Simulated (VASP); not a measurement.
# Li (P6_3/mmc) in VASP: settings compared

The runs below take Li through single point, relaxation of cell and atoms, with PBEsol, RPBE, PBE+D4, PBE.

All numbers are computed with VASP 6.6.1; they aren't measurements. Logs are shortened: lines on timing, memory, paths and dates and some standing lists are left out, and cuts for length are marked.

**1. The cell of the first run**

Symmetry: P6_3/mmc, No. 194, hexagonal system. Conventional cell: a = 3.111 Å, b = 3.111 Å, c = 5.093 Å, α = 90.00°, β = 90.00°, γ = 120.00°. Within 4.1 Å of Li (site symmetry -6m2) lie 12 Li at 3.11 to 3.12 Å.

This isn't the form of Li at room conditions, which is bcc.

**2. Single point, PBEsol**

File INCAR:

```
SYSTEM = Li
ALGO     = Normal         ! electronic algorithm
EDIFF    = 1E-6           ! SCF threshold, eV
ENCUT    = 520            ! plane-wave cutoff, eV
GGA      = PS             ! functional
ISIF     = 2              ! what is computed and relaxed
ISMEAR   = 0              ! smearing method
LASPH    = .True.         ! aspherical terms in the spheres
LCHARG   = .True.         ! write CHGCAR
LELF     = .True.         ! ELF
LREAL    = .False.        ! projectors in reciprocal space
LVHAR    = .True.       
LWAVE    = .False.        ! write WAVECAR
NBANDS   = 10             ! bands
NELM     = 80             ! most SCF steps
PREC     = Accurate       ! precision mode
SIGMA    = 0.1            ! smearing width, eV
```

File KPOINTS:

```
k-points
0
Gamma
  7 7 2
  0 0 0
```

File POSCAR:

```
Li
1.0
    3.1110021516      0.0000000000      0.0000000000
   -1.5555010758      2.6942068945      0.0000000000
    0.0000000000      0.0000000000      5.0930000000
Li
2
Direct
    0.3333333333      0.6666666667      0.2500000000
    0.6666666667      0.3333333333      0.7500000000
```

Potentials or basis: VASP PAW PBE potentials, release 64 (Li_sv).

Command:

```
> cat potpaw_PBE.64/Li_sv/POTCAR > POTCAR
> mpirun -np 1 vasp_std > vasp.out
```

OUTCAR:

```text
SYSTEM = Li
   EDIFF = 1E-6
   ENCUT = 520
   GGA = PS
   ISIF = 2
   ISMEAR = 0
   LASPH = .True.
   LREAL = .False.
   NELM = 80
   PREC = Accurate

 ion  position               nearest neighbor table
   1  0.333  0.667  0.250-
   2  0.667  0.333  0.750-

  LATTYP: Found a hexagonal cell.
 ALAT       =     3.1110021516
 C/A-ratio  =     1.6370930497

  Lattice vectors:

 A1 = (   3.1110021516,   0.0000000000,   0.0000000000)
 A2 = (  -1.5555010758,   2.6942068945,   0.0000000000)
 A3 = (   0.0000000000,   0.0000000000,   5.0930000000)

Analysis of symmetry for initial positions (statically):
=====================================================================
 Subroutine PRICEL returns:
 Original cell was already a primitive cell.

 Routine SETGRP: Setting up the symmetry group for a
 hexagonal supercell.

 Subroutine GETGRP returns: Found 24 space group operations
 (whereof 12 operations were pure point group operations)
 out of a pool of 24 trial point group operations.

The static configuration has the point symmetry D_3d.
 The point group associated with its full space group is D_6h.

Analysis of symmetry for dynamics (positions and initial velocities):
=====================================================================
 Subroutine PRICEL returns:
 Original cell was already a primitive cell.

 Routine SETGRP: Setting up the symmetry group for a
 hexagonal supercell.

 Subroutine GETGRP returns: Found 24 space group operations
 (whereof 12 operations were pure point group operations)
 out of a pool of 24 trial point group operations.

The dynamic configuration has the point symmetry D_3d.
 The point group associated with its full space group is D_6h.

 Subroutine INISYM returns: Found 24 space group operations
 (whereof 12 operations are pure point group operations),
 and found     1 'primitive' translations

----------------------------------------------------------------------------------------

                                     Primitive cell

  volume of cell :      42.6879

  direct lattice vectors                    reciprocal lattice vectors
     3.111002152  0.000000000  0.000000000     0.321439829  0.185583372  0.000000000
    -1.555501076  2.694206895  0.000000000     0.000000000  0.371166744  0.000000000
     0.000000000  0.000000000  5.093000000     0.000000000  0.000000000  0.196347929

  length of vectors
     3.111002152  3.111002152  5.093000000     0.371166744  0.371166744  0.196347929

  position of ions in fractional coordinates (direct lattice)
     0.333333333  0.666666667  0.250000000
     0.666666667  0.333333333  0.750000000

  ion indices of the primitive-cell ions
   primitive index   ion index
                 1           1
                 2           2

----------------------------------------------------------------------------------------

 KPOINTS: k-points

Automatic generation of k-mesh.
 Grid dimensions read from file:
 generate k-points for:    7    7    2

 Generating k-lattice:

  Cartesian coordinates                     Fractional coordinates (reciprocal lattice)
     0.045919976  0.026511910  0.000000000     0.142857143  0.000000000  0.000000000
     0.000000000  0.053023821  0.000000000     0.000000000  0.142857143  0.000000000
     0.000000000  0.000000000  0.098173964     0.000000000  0.000000000  0.500000000

  Length of vectors
     0.053023821  0.053023821  0.098173964

  Shift w.r.t. Gamma in fractional coordinates (k-lattice)
     0.000000000  0.000000000  0.000000000

 Subroutine IBZKPT returns following result:
 ===========================================

 Found     16 irreducible k-points:

 Following reciprocal coordinates:
            Coordinates               Weight
  0.000000  0.000000  0.000000      1.000000
  0.142857 -0.000000  0.000000      6.000000
  0.285714 -0.000000  0.000000      6.000000
  0.428571 -0.000000  0.000000      6.000000
  0.142857  0.142857  0.000000      6.000000
  0.285714  0.142857  0.000000     12.000000
[... 8 lines left out ...]
  0.428571  0.142857  0.500000      6.000000
  0.285714  0.285714  0.500000      6.000000
   k-points           NKPTS =     16   k-points in BZ     NKDIM =     16   number of bands    NBANDS=     10
   number of dos      NEDOS =    301   number of ions     NIONS =      2
   total plane-waves  NPLWV =  23040
   dimension x,y,z NGX =    24 NGY =   24 NGZ =   40
   dimension x,y,z NGXF=    48 NGYF=   48 NGZF=   80
   ions per type =               2
   NGX,Y,Z   is equivalent  to a cutoff of  12.83, 12.83, 13.06 a.u.
   NGXF,Y,Z  is equivalent  to a cutoff of  25.65, 25.65, 26.11 a.u.
 SYSTEM =  Li
   PREC   = accura    normal or accurate (medium, high low for compatibility)
   ISTART =      0    job   : 0-new  1-cont  2-samecut
   ICHARG =      2    charge: 1-file 2-atom 10-const
   ISPIN  =      1    spin polarized calculation?
   LNONCOLLINEAR =      F non collinear calculations
   LSORBIT =      F    spin-orbit coupling
   LASPH  =      T    aspherical Exc in radial PAW
   ENCUT  =  520.0 eV  38.22 Ry    6.18 a.u.   5.78  5.78  9.47*2*pi/ulx,y,z
   NELM   =     80;   NELMIN=  2; NELMDL= -5     # of ELM steps
   EDIFF  = 0.1E-05   stopping-criterion for ELM
   LREAL  =      F    real-space projection
   EDIFFG = 0.1E-04   stopping-criterion for IOM
   NSW    =      0    number of steps for IOM
   IBRION =     -1    ionic relax: 0-MD 1-quasi-New 2-CG
   NFREE  =      0    steps in history (QN), initial steepest desc. (CG)
   ISIF   =      2    stress and relaxation
   ISYM   =      2    0-nonsym 1-usesym 2-fastsym
   POTIM  = 0.5000    time-step for ionic-motion
   TEBEG  =    0.0;   TEEND  =   0.0 temperature during run
   PSTRESS=    0.0 pullay stress
   NELECT =       6.0000    total number of electrons
   NUPDOWN=      -1.0000    fix difference up-down
   EMIN   =  10.00;   EMAX   =-10.00  energy-range for DOS
   EFERMI =   0.00;   METHOD = LEGACY
   ISMEAR =     0;   SIGMA  =   0.10  broadening in eV -4-tet -1-fermi 0-gaus
   EFERMI_NEDOS =   21; number of points for ismear=-14 and -15
   IALGO  =     38    algorithm
   IMIX   =      4    mixing-type and parameters
     AMIX     =   0.40;   BMIX     =  1.00
     AMIX_MAG =   1.60;   BMIX_MAG =  1.00
  volume/ion in A,a.u.               =      21.34       144.04
  Fermi-wavevector in a.u.,A,eV,Ry     =   0.851184  1.608505  9.857621  0.724515
  Thomas-Fermi vector in A             =   1.967278
   LORBIT       =      0    0 simple, 1 ext, 2 COOP (PROOUT), +10 PAW based schemes
   GGA     = PS    functional components
   LHFCALC =     F    Hartree Fock is set to
   AEXX    =    0.0000 exact exchange contribution
   IVDW    =     0    specifies the selected vdW correction
   LEPSILON=     F    determine dielectric tensor
   LRPA    =     F    only Hartree local field effects (RPA)
 non-spin polarized calculation
 Gauss-broadening in eV      SIGMA  =   0.10
  energy-cutoff  :      520.00
  volume of cell :       42.69
 maximum number of plane-waves:      1182
 NGX is ok and might be reduce to    24
   NGX = 11   NGY = 11   NGZ = 19

 number of electron       5.9999991 magnetization

 Free energy of the ion-electron system (eV)
  ---------------------------------------------------
  ext. energy  EPLUGINS =         0.00000000
  ---------------------------------------------------
  free energy    TOTEN  =        -3.96135957 eV

  energy without entropy =       -3.95734952  energy(sigma->0) =       -3.95935455

 E-fermi :   0.4229     XC(G=0):  -6.8928

 val. band max:        0.3068146742   @ k =   0.2857   0.1429   0.5000
 cond. band min:       0.4800506583   @ k =   0.0000   0.0000   0.0000
 fundamental gap:      0.1732359841
 Fermi energy:         0.4228554993

 k-point     1 :       0.0000    0.0000    0.0000
  band No.  band energies     occupation
      1     -45.5046      2.00000
      2     -45.4894      2.00000
      3      -3.0012      2.00000
      4       0.4801      0.41859
      5       3.2328      0.00000
      6      12.5481      0.00000
      7      12.5481      0.00000
      8      13.8986      0.00000
      9      13.8986      0.00000
     10      14.4295      0.00000

 k-point     2 :       0.1429   -0.0000    0.0000
  band No.  band energies     occupation
      1     -45.5021      2.00000
      2     -45.4882      2.00000
      3      -2.6827      2.00000
      4       0.8944      0.00000
      5       3.3584      0.00000
      6      10.0014      0.00000
      7      11.0513      0.00000
      8      13.7405      0.00000
      9      13.8807      0.00000
     10      14.3177      0.00000

 k-point     3 :       0.2857   -0.0000    0.0000
  band No.  band energies     occupation
      1     -45.4959      2.00000
      2     -45.4856      2.00000
      3      -1.7271      2.00000
      4       2.1315      0.00000
      5       3.4777      0.00000
      6       6.8747      0.00000
      7       9.5495      0.00000
      8      10.7187      0.00000
      9      11.0652      0.00000
     10      13.4329      0.00000

 k-point     4 :       0.4286   -0.0000    0.0000
  band No.  band energies     occupation
      1     -45.4902      2.00000
      2     -45.4843      2.00000
      3      -0.1936      2.00000
      4       2.1584      0.00000
      5       4.1380      0.00000
      6       6.2592      0.00000
      7       7.2245      0.00000
      8       8.5741      0.00000
      9       8.7649      0.00000
     10      12.7758      0.00000
[... 118 lines left out ...]
 k-point    14 :       0.2857    0.1429    0.5000
  band No.  band energies     occupation
      1     -45.4880      2.00000
      2     -45.4880      2.00000
      3       0.3068      1.89922
      4       0.3068      1.89922
      5       5.6775      0.00000
      6       5.6775      0.00000
      7       8.2775      0.00000
      8       8.2775      0.00000
      9      10.8983      0.00000
     10      10.8983      0.00000

 k-point    15 :       0.4286    0.1429    0.5000
  band No.  band energies     occupation
      1     -45.4862      2.00000
      2     -45.4862      2.00000
      3       1.4704      0.00000
      4       1.4704      0.00000
      5       3.8386      0.00000
      6       3.8386      0.00000
      7       8.1230      0.00000
      8       8.1230      0.00000
      9      11.4176      0.00000
     10      11.4176      0.00000

 k-point    16 :       0.2857    0.2857    0.5000
  band No.  band energies     occupation
      1     -45.4857      2.00000
      2     -45.4857      2.00000
      3       1.7799      0.00000
      4       1.7799      0.00000
      5       4.0219      0.00000
      6       4.0219      0.00000
      7       6.7316      0.00000
      8       6.7316      0.00000
      9      11.6447      0.00000
     10      11.6447      0.00000

------------------------ aborting loop because EDIFF is reached ----------------------------------------

  FORCE on cell =-STRESS in cart. coord.  units (eV):
  Direction    XX          YY          ZZ          XY          YZ          ZX
  --------------------------------------------------------------------------------------
  -------------------------------------------------------------------------------------
  Total       -0.1075058     -0.1075058     -0.3329454      0.0000000      0.0000000      0.0000000
  in kB       -4.0349428     -4.0349428    -12.4962217      0.0000000      0.0000000      0.0000000
  external PRESSURE =      -6.8553691 kB  Pullay stress =       0.0000000 kB

 VOLUME and BASIS-vectors are now :
 -----------------------------------------------------------------------------
  energy-cutoff  :      520.00
  volume of cell :       42.69
      direct lattice vectors                 reciprocal lattice vectors
     3.111002152  0.000000000  0.000000000     0.321439829  0.185583372  0.000000000
    -1.555501076  2.694206895  0.000000000     0.000000000  0.371166744  0.000000000
     0.000000000  0.000000000  5.093000000     0.000000000  0.000000000  0.196347929

 POSITION                                       TOTAL-FORCE (eV/Angst)
 -----------------------------------------------------------------------------------
     -0.00000      1.79614      1.27325        -0.000000      0.000000      0.000000
      1.55550      0.89807      3.81975         0.000000      0.000000      0.000000
 -----------------------------------------------------------------------------------
    total drift:                               -0.000000      0.000000      0.000000

  FREE ENERGIE OF THE ION-ELECTRON SYSTEM (eV)
  ---------------------------------------------------
  free  energy   TOTEN  =        -3.9613595721 eV

  energy  without entropy=       -3.9573495191  energy(sigma->0) =       -3.95935455
```

Run time: 8.5 s. Hardware: 1 thread of Intel Xeon 8259CL, shared host; peak memory 0.14 GiB.

What came out:

```yaml
Free_energy: -3.9614 eV
Band_gap_on_the_k_mesh: zero (bands 3 and 4 overlap by 3.69 eV)
```

Levels at points of the mesh, in eV from the Fermi level:
```
           k point  band 1  band 2  band 3  band 4  band 5  band 6  band 7  band 8
(0.00, 0.00, 0.00)  -45.93  -45.91   -3.42    0.06    2.81   12.13   12.13   13.48
(0.00, 0.00, 0.50)  -45.92  -45.92   -2.34   -2.34    7.72    7.72   13.00   13.00
```

Caveat: the k points lie up to 0.62 Å⁻¹ apart, too coarse for converged energies and pressures of a metal; the cutoff is under 1.25 times the usual one of these potentials, so pressure, stress and relaxed cells hold a basis-set (Pulay) error; the PAW data sets were made with another functional, which shifts forces and pressure a little.

(Continued in part 2 of 2.)
